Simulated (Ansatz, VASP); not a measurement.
**InP, level by level in two programs**

```
In P
1.0
     0.00000    2.93050    2.93050
     2.93050    0.00000    2.93050
     2.93050    2.93050    0.00000
In P
1 1
Cartesian
  0.0000 0.0000 0.0000
  4.3957 4.3957 4.3957
```

Single points on this cell with VASP 6.6.1 and Ansatz 0.2.0. Each row is one pair of runs. Alike in all rows: spin: off; smearing: fermi-dirac, width 0.05 eV; Ansatz's potentials, cutoff: Ansatz PAW, 420 eV.

```csv
level,k mesh,"VASP's potentials, cutoff","gap on the k mesh at the Fermi level (eV), VASP","gap on the k mesh at the Fermi level (eV), Ansatz","least direct gap on the mesh (eV), VASP","least direct gap on the mesh (eV), Ansatz","pressure (GPa), VASP","pressure (GPa), Ansatz"
"b88 exchange, pbe correlation",8 × 8 × 8,"VASP PAW PBE potentials, release 64 (In_d, P), 500 eV",0.69,0.70,0.69,0.70,3.2,3.2
PBE0,4 × 4 × 4,"VASP PAW PBE potentials, release 64 (In_d, P), 520 eV",?,2.20,?,2.20,?,1.5
HSE06,4 × 4 × 4,"VASP PAW PBE potentials, release 64 (In_d, P), 520 eV",1.53,1.54,1.53,1.54,1.5,1.7
```

Problem. Fill in what VASP gave in row 2.

Solution. gap on the k mesh at the Fermi level (eV): 2.25; least direct gap on the mesh (eV): 2.25; pressure (GPa): 1.2.

The k mesh is coarse in some rows, so the values compare programs but aren't converged.
